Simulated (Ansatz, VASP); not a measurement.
**InSb in VASP and in Ansatz**

Contents of INCAR:

```
SYSTEM = InSb
PREC     = Accurate       ! precision mode
ENCUT    = 500            ! plane-wave cutoff, eV
EDIFF    = 1E-6           ! SCF threshold, eV
ISMEAR   = 0              ! smearing method
SIGMA    = 0.05           ! smearing width, eV
LREAL    = .False.        ! projectors in reciprocal space
LASPH    = .True.         ! aspherical terms in the spheres
NELM     = 120            ! most SCF steps
ALGO     = Normal         ! electronic algorithm
ISIF     = 2              ! what is computed and relaxed
LWAVE    = .False.        ! write WAVECAR
LCHARG   = .False.        ! write CHGCAR
GGA      = PS             ! functional
NBANDS   = 16             ! bands
GGA_COMPAT= .False.
```

KPOINTS

```
Automatic mesh
0
Gamma
  4 4 4
  0 0 0
```

File POSCAR:

```
InSb
1.0
    0.0000000000      3.2611162705      3.2611162705
    3.2611162705      0.0000000000      3.2611162705
    3.2611162705      3.2611162705      0.0000000000
In Sb
1 1
Direct
    0.0000000000      0.0000000000      0.0000000000
    0.2500000000      0.2500000000      0.2500000000
```

Input for Ansatz:

```yaml
crystal:
  lattice:
    - [0.0, 3.2611162705, 3.2611162705]
    - [3.2611162705, 0.0, 3.2611162705]
    - [3.2611162705, 3.2611162705, 0.0]
  atoms:
    - { symbol: In, position: [0.0, 0.0, 0.0] }
    - { symbol: Sb, position: [0.25, 0.25, 0.25] }
basis:
  ecutwfc: 420
kpoints:
  mp_grid: { grid: [4, 4, 4] }
hamiltonian:
  xc: pbesol
scf:
  occupations: { method: gaussian, width: 0.05 }
output:
  forces: true
  stress: true
  eigenvalues: true
```

Alike in both runs: task single point; functional PBEsol; k mesh 4 × 4 × 4; occupations gaussian, width 0.05 eV; no spin polarisation.

|  | VASP | Ansatz |
| --- | --- | --- |
| version | VASP 6.6.1 | Ansatz 0.2.0 |
| potentials or method | VASP PAW PBE potentials, release 64 (In_d, Sb), cutoff 500 eV | scalar-relativistic, plane waves, PAW |
| valence electrons in the cell | 18 | 28 |

Ansatz gave:

| Quantity | Value |
| --- | --- |
| gap on the k mesh at the Fermi level (eV) | none |
| pressure (GPa) | 0.4 |

**Question.** What did VASP give for the same quantities?

**Answer.** gap on the k mesh at the Fermi level (eV): none; pressure (GPa): 0.5.

VASP's potentials were made for PBE, not for PBEsol. A gap of «none» marks a metal or a gap that the smearing closes. VASP's potentials hold 18 valence electrons a cell and Ansatz's 28, so a difference there can come from the potentials and not from the codes.

The k mesh is coarse, so the values compare programs but aren't converged. Spin-orbit coupling is off throughout.
